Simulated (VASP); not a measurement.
TiN:

```
Ti N
1.0
     0.00000    2.12000    2.12000
     2.12000    0.00000    2.12000
     2.12000    2.12000    0.00000
Ti N
1 1
Direct
  0.00000 0.00000 0.00000
  0.50000 0.50000 0.50000
```

```yaml
Program: VASP 6.6.1
Task: relaxation of cell and atoms
Functional: PBEsol
Potentials_or_basis: VASP PAW PBE potentials, release 64 (Ti_sv, N)
Cutoff: 600 eV
k_mesh: 16 × 16 × 16
Occupations: fermi-dirac, width 0.025 eV
Spin: no spin polarisation
```

At the start: pressure -7.0 GPa; volume 9.53 Å³/atom.

Question: How do energy, volume and symmetry change on relaxing?

Answer: Over 4 steps the energy falls by 5.1 meV/atom and the volume is 9.30 Å³/atom (-2.4 %); space group Fm-3m (No. 225, to 0.05 Å).

Step by step:
| step | energy change (eV) | largest force (eV/Å) | pressure (GPa) | volume (Å³) |
| --- | --- | --- | --- | --- |
| 1 | 0.0000 | 0.0000 | -6.95 | 19.06 |
| 2 | 0.0129 | 0.0000 | 11.57 | 17.94 |
| 3 | -0.0102 | 0.0000 | -0.04 | 18.60 |
| 4 | -0.0102 | 0.0000 | 0.01 | 18.59 |

Final structure:
```
Ti N
1.0
     0.00000    2.10263    2.10263
     2.10263    0.00000    2.10263
     2.10263    2.10263    0.00000
Ti N
1 1
Cartesian
  0.0000 0.0000 0.0000
  2.1026 2.1026 2.1026
```

Caveat: the PAW data sets were made with another functional, which shifts forces and pressure a little.
